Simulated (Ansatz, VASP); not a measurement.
# One calculation of AlGaN2, two programs

```
Al Ga N
1.0
     3.09021    0.00000    0.00000
     0.00000    3.09021    0.00000
     0.00000    0.00000    4.57010
Al Ga N
1 1 2
Cartesian
  1.5451 1.5451 2.2850
  0.0000 0.0000 0.0000
  1.5451 0.0000 3.3739
  0.0000 1.5451 1.1962
```

Alike in both runs: task single point; functional r2SCAN; k mesh 8 × 8 × 6; occupations gaussian, width 0.05 eV; no spin polarisation.

|  | VASP | Ansatz |
| --- | --- | --- |
| version | VASP 6.6.1 | Ansatz 0.2.0 |
| potentials or method | VASP PAW PBE potentials, release 64 (Al, Ga_d, N), cutoff 520 eV | scalar-relativistic, plane waves, PAW |
| valence electrons in the cell | 26 | 26 |

Ansatz gave:

| Property | Result |
| --- | --- |
| gap on the k mesh at the Fermi level (eV) | 3.27 |
| least direct gap on the mesh (eV) | 3.27 |
| pressure (GPa) | -0.5 |
| traceless stress, the component that is largest in VASP (GPa) | -5.09 |
| rms of the force components (eV/Å) | 0.073 |

Problem. What did VASP give for the same quantities?

Solution. gap on the k mesh at the Fermi level (eV): 3.28; least direct gap on the mesh (eV): 3.28; pressure (GPa): -0.1; traceless stress, the component that is largest in VASP (GPa): -5.05; rms of the force components (eV/Å): 0.035.

VASP's potentials were made for PBE, not for r2SCAN. Atom by atom the forces differ by 0.038 eV/Å (rms over components). With one functional, cell and mesh, what is left measures potentials, basis and numerics.
